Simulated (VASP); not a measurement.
A run of VASP 6.6.1 is set up as follows.

File INCAR:

```
PREC = Accurate
ENCUT = 520
EDIFF = 1E-7
ISMEAR = 0
SIGMA = 0.1
LREAL = False
LASPH = True
NELM = 60
ALGO = Normal
ISIF = 2
LWAVE = False
LCHARG = True
GGA = PE
LELF = True
LVHAR = True
NBANDS = 25
```

KPOINTS

```
regular mesh
0
Gamma
  6 6 6
```

The input POSCAR:

```
CaB2
1.0
    5.8906331602      0.0000000000      0.0000000000
    0.0000000000      5.8906331602      0.0000000000
    0.0000000000      0.0000000000      5.8906331602
Ca B
2 4
Direct
    0.0000000000      0.0000000000      0.0000000000
    0.5000000000      0.5000000000      0.5000000000
    0.2500000000      0.2500000000      0.2500000000
    0.2500000000      0.7500000000      0.7500000000
    0.7500000000      0.7500000000      0.2500000000
    0.7500000000      0.2500000000      0.7500000000
```

Potentials or basis: VASP PAW PBE potentials, release 64 (Ca_sv, B).

Run with:

```console
$ cat potpaw_PBE.64/Ca_sv/POTCAR potpaw_PBE.64/B/POTCAR > POTCAR
$ mpirun -np 1 vasp_std > vasp.out
```

Q: What does it give for the band gap on the k mesh?

A: Zero (band 16 reaches -0.55 eV, above the bottom of band 17 at -0.67 eV).

Q: What does it give for the pressure?

A: 0.0 GPa.
